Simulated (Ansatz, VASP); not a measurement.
# One calculation of TaN, two programs

File POSCAR:

```
TaN
1.0
    0.0000000000      2.1245250000      2.2334750000
    2.1245250000      0.0000000000      2.2334750000
    2.1245250000      2.1245250000      0.0000000000
Ta N
1 1
Direct
    0.5000000000      0.5000000000      0.5000000000
    0.0000000000      0.0000000000      0.0000000000
```

The input INCAR.step1:

```
ALGO = Normal
EDIFF = 1E-4
ENCUT = 520
GGA = PE
ISMEAR = 0
LASPH = T
LCHARG = F
LREAL = F
LWAVE = T
NBANDS = 15
NELM = 80
PREC = Accurate
SIGMA = 0.15
```

INCAR.step2

```
ALGO = Normal
EDIFF = 1E-6
ENCUT = 520
ISIF = 2
ISMEAR = 0
ISTART = 1
LASPH = T
LCHARG = F
LMIXTAU = T
LREAL = F
LWAVE = F
METAGGA = R2SCAN
NBANDS = 15
NELM = 80
PREC = Accurate
SIGMA = 0.15
```

Contents of KPOINTS:

```
k-points
0
Gamma
  18 18 18
```

Input for Ansatz:

```yaml
crystal:
  lattice:
    - [0.0, 2.124525, 2.233475]
    - [2.124525, 0.0, 2.233475]
    - [2.124525, 2.124525, 0.0]
  atoms:
    - { symbol: Ta, position: [0.5, 0.5, 0.5] }
    - { symbol: "N", position: [0.0, 0.0, 0.0] }
basis:
  ecutwfc: 500
kpoints:
  mp_grid: { grid: [18, 18, 18] }
hamiltonian:
  xc: r2scan
scf:
  occupations: { method: gaussian, width: 0.15 }
output:
  forces: true
  stress: true
  eigenvalues: true
```

Change from the starting cell: strain -0.025 along x and y, +0.025 along z, atoms carried along.

Alike in both runs: task single point; functional r2SCAN; k mesh 18 × 18 × 18; occupations gaussian, width 0.15 eV; no spin polarisation.

|  | VASP | Ansatz |
| --- | --- | --- |
| version | VASP 6.6.1 | Ansatz 0.2.0 |
| potentials or method | VASP PAW PBE potentials, release 64 (Ta_pv, N), cutoff 520 eV | scalar-relativistic, plane waves, PAW |
| valence electrons in the cell | 16 | 18 |

|  | VASP | Ansatz | Ansatz less VASP |
| --- | --- | --- | --- |
| gap on the k mesh at the Fermi level (eV) | none | none | - |
| pressure (GPa) | 25.4 | 23.0 | -2.37 |
| traceless stress, the component that is largest in VASP (GPa) | -22.78 | -22.78 | -0.001 |

VASP's potentials were made for PBE, not for r2SCAN. A gap of «none» marks a metal or a gap that the smearing closes. VASP's potentials hold 16 valence electrons a cell and Ansatz's 18, so a difference there can come from the potentials and not from the codes.

Neither program's run includes spin-orbit coupling.
